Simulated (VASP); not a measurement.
The system is Sn.

```
Sn
1.0
     4.79732    0.00000    0.00000
    -2.39866    4.15460    0.00000
     0.00000    0.00000    5.44272
Sn
3
Direct
  0.22540 0.00000 0.33333
  0.00000 0.22540 0.66667
  0.77460 0.77460 0.00000
```

| Property | Result |
| --- | --- |
| Program | VASP 6.6.1 |
| Task | relaxation of cell and atoms |
| Functional | PBE |
| Potentials or basis | VASP PAW PBE potentials, release 64 (Sn_d) |
| Cutoff | 500 eV |
| k mesh | 6 × 6 × 4 |
| Occupations | gaussian, width 0.1 eV |
| Spin | no spin polarisation |

At the start: pressure 4.7 GPa; volume 36.16 Å³/atom.

Problem. How do energy, volume and symmetry change on relaxing?

Solution. Over 25 steps the energy falls by 626.9 meV/atom and the volume is 29.41 Å³/atom (-18.7 %); space group P3_121 (No. 152, to 0.1 Å) before, Pm-3m (No. 221, to 0.1 Å).

Step by step:
```tsv
step	energy change (eV)	largest force (eV/Å)	pressure (GPa)	volume (Å³)
1	0.0000	3.2380	4.66	108.48
2	-0.7082	0.4552	-4.06	125.83
3	-0.7348	0.7865	-3.10	122.38
4	-1.0840	0.7985	-3.01	112.62
5	-1.7677	0.6042	1.88	86.41
6	-1.7610	0.5160	3.38	83.70
7	-1.7683	0.5678	2.48	85.22
8	-1.8509	0.0041	0.42	87.10
9	-1.8510	0.0010	0.36	87.19
10	-1.8511	0.0002	0.25	87.38
11	-1.8558	0.0000	-0.16	88.24
12	-1.8581	0.0150	-0.87	89.83
13	-1.8585	0.0081	-0.64	89.36
14	-1.8605	0.0143	-0.58	89.29
15	-1.8663	0.0345	-0.43	89.06
16	-1.8761	0.0699	-0.23	88.55
17	-1.8771	0.0824	-0.10	88.35
18	-1.8754	0.1092	0.19	87.92
19	-1.8775	0.0881	-0.05	88.26
20	-1.8774	0.0992	0.06	88.09
21	-1.8777	0.0919	-0.02	88.20
22	-1.8777	0.0941	0.00	88.17
23	-1.8788	0.0805	0.01	88.15
24	-1.8797	0.0509	0.04	88.10
25	-1.8807	0.0349	-0.04	88.23
```

Final structure:
```
CELL_PARAMETERS angstrom
4.34795 0.00000 0.00000
-2.17398 3.76544 0.00000
0.00000 0.00000 5.38883
ATOMIC_POSITIONS crystal
Sn 0.33061 0.00000 0.33333
Sn 0.00000 0.33061 0.66667
Sn 0.66939 0.66939 0.00000
```

Caveat: the volume moved by over 15 % at a fixed basis, so the end points are rough.
